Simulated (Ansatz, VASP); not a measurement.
## One calculation of Al2Ru, two programs

```
CELL_PARAMETERS angstrom
-1.56042 1.56042 4.22181
1.56042 -1.56042 4.22181
1.56042 1.56042 -4.22181
ATOMIC_POSITIONS crystal
Al 0.65920 0.65920 0.00000
Al 0.34080 0.34080 0.00000
Ru 0.00000 0.00000 0.00000
```

Alike in both runs: task single point; functional PBEsol; k mesh 18 × 18 × 18; occupations methfessel-paxton of order 1, width 0.5 eV; no spin polarisation.

```csv
,VASP,Ansatz
version,VASP 6.6.1,Ansatz 0.2.0
potentials or method,"VASP PAW PBE potentials, release 64 (Al, Ru_pv), cutoff 520 eV","scalar-relativistic, plane waves, PAW"
valence electrons in the cell,20,22
```

VASP gave:

```
gap on the k mesh at the Fermi level (eV)                     : none
pressure (GPa)                                                : -0.4
traceless stress, the component that is largest in VASP (GPa) : -0.49
rms of the force components (eV/Å)                            : 0.026
```

What did Ansatz give for the same quantities?

gap on the k mesh at the Fermi level (eV): none; pressure (GPa): -0.5; traceless stress, the component that is largest in VASP (GPa): -0.51; rms of the force components (eV/Å): 0.027.

VASP's potentials were made for PBE, not for PBEsol. Atom by atom the forces differ by 0.000 eV/Å (rms over components). A gap of «none» marks a metal or a gap that the smearing closes. With one functional, cell and mesh, what is left measures potentials, basis and numerics. VASP's potentials hold 20 valence electrons a cell and Ansatz's 22, so a difference there can come from the potentials and not from the codes.
